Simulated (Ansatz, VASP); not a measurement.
## Mg3Te: VASP beside Ansatz

File INCAR:

```
PREC = Accurate
ENCUT = 520
EDIFF = 1E-6
ISMEAR = -1
SIGMA = 0.05
LREAL = False
LASPH = True
NELM = 80
ALGO = Normal
ISIF = 2
LWAVE = False
LCHARG = False
GGA = CA
NBANDS = 14
```

KPOINTS

```
regular mesh
0
Gamma
  9 9 9
```

POSCAR

```
Mg3Te
1.0
   -2.1104461853      2.1104461853      5.2110942752
    2.1104461853     -2.1104461853      5.2110942752
    2.1104461853      2.1104461853     -5.2110942752
Te Mg
1 3
Direct
    0.0000000000      0.0000000000      0.0000000000
    0.2500000000      0.7500000000      0.5000000000
    0.7500000000      0.2500000000      0.5000000000
    0.5000000000      0.5000000000      0.0000000000
```

File input.yaml:

```yaml
crystal:
  lattice:
    - [-2.1104461853, 2.1104461853, 5.2110942752]
    - [2.1104461853, -2.1104461853, 5.2110942752]
    - [2.1104461853, 2.1104461853, -5.2110942752]
  atoms:
    - { symbol: Te, position: [0.0, 0.0, 0.0] }
    - { symbol: Mg, position: [0.25, 0.75, 0.5] }
    - { symbol: Mg, position: [0.75, 0.25, 0.5] }
    - { symbol: Mg, position: [0.5, 0.5, 0.0] }
hamiltonian:
  xc: lda
  pseudopotentials: { kind: paw }
kpoints:
  mp_grid: { grid: [9, 9, 9] }
scf:
  occupations: { method: fermi_dirac, width: 0.05 }
output:
  forces: true
  stress: true
  eigenvalues: true
```

Alike in both runs: task single point; functional LDA; k mesh 9 × 9 × 9; occupations fermi-dirac, width 0.05 eV; no spin polarisation.

|  | VASP | Ansatz |
| --- | --- | --- |
| version | VASP 6.6.1 | Ansatz 0.2.0 |
| potentials or method | VASP PAW LDA potentials, release 64 (Te, Mg) | Ansatz PAW |
| plane-wave cutoff (eV) | 520 | 420 |
| valence electrons in the cell | 12 | 46 |

```csv
,VASP,Ansatz,Ansatz less VASP
gap on the k mesh at the Fermi level (eV),none,none,-
pressure (GPa),-1.1,-0.8,+0.30
"traceless stress, the component that is largest in VASP (GPa)",-0.17,-0.11,+0.057
```

LDA's correlation is that of Perdew and Zunger in VASP and of Perdew and Wang (1992) in Ansatz. A gap of «none» marks a metal or a gap that the smearing closes. VASP's potentials hold 12 valence electrons a cell and Ansatz's 46, so a difference there can come from the potentials and not from the codes.

Spin-orbit coupling is off throughout.
